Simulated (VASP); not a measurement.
Write the native input for VASP 6.6.1 that does the following.

```
Task                   : single point
Functional             : r2SCAN
Potentials or basis    : VASP PAW PBE potentials, release 64 (Ti_sv)
Cutoff                 : 520 eV
k mesh                 : 20 × 20 × 20
Occupations            : gaussian, width 0.15 eV
Spin                   : no spin polarisation
Dipole correction      : no
Further INCAR settings : ALGO = Normal; EDIFF = 1e-06; NBANDS = 12
```

The system is Ti.

```xyz
1
Lattice="0.0000 2.0249 2.0300 2.0351 0.0000 2.0300 2.0351 2.0249 0.0000" Properties=species:S:1:pos:R:3 pbc="T T T"
Ti    0.0000    0.0000    0.0000
```

This cell differs from its parent crystal: strain +0.0025 x Voigt [1, -1, 0, 0, 0, 0].

These files were run (other wordings do the same):

POSCAR

```
Ti
1.0
    0.0000000000      2.0249250000      2.0300000000
    2.0350750000      0.0000000000      2.0300000000
    2.0350750000      2.0249250000      0.0000000000
Ti
1
Direct
    0.0000000000      0.0000000000      0.0000000000
```

INCAR.step1

```
SYSTEM = Ti
PREC = Accurate
ENCUT = 520
ISMEAR = 0
SIGMA = 0.15
LREAL = .False.
LASPH = .True.
NELM = 80
NBANDS = 12
GGA = PE
ALGO = Normal
EDIFF = 1E-4
LWAVE = .True.
LCHARG = .False.
```

INCAR.step2

```
SYSTEM = Ti
PREC = Accurate
ENCUT = 520
EDIFF = 1E-6
ISMEAR = 0
SIGMA = 0.15
LREAL = .False.
LASPH = .True.
NELM = 80
ALGO = Normal
ISIF = 2
LWAVE = .False.
LCHARG = .False.
METAGGA = R2SCAN
LMIXTAU = .True.
NBANDS = 12
ISTART = 1
```

KPOINTS

```
regular mesh
0
Gamma
  20 20 20
  0 0 0
```

Potentials or basis: VASP PAW PBE potentials, release 64 (Ti_sv).

Run with:

```console
$ cat potpaw_PBE.64/Ti_sv/POTCAR > POTCAR
$ cp INCAR.step1 INCAR
$ mpirun -np 1 vasp_std > vasp.out
$ cp INCAR.step2 INCAR
$ mpirun -np 1 vasp_std > vasp.out
```

It gave:

- Pressure: 4.8 GPa
- Band gap on the k mesh: zero (bands 6 and 7 overlap by 1.45 eV)

Caveat: the cell differs from its parent crystal (strain +0.0025 x Voigt [1, -1, 0, 0, 0, 0]); the cell stands under pressure; the PAW data sets were made with another functional, which shifts forces and pressure a little.

Wall time 9.6 min on 1 thread of Intel Xeon 8259CL, with other jobs on the host, peak memory 0.34 GiB.
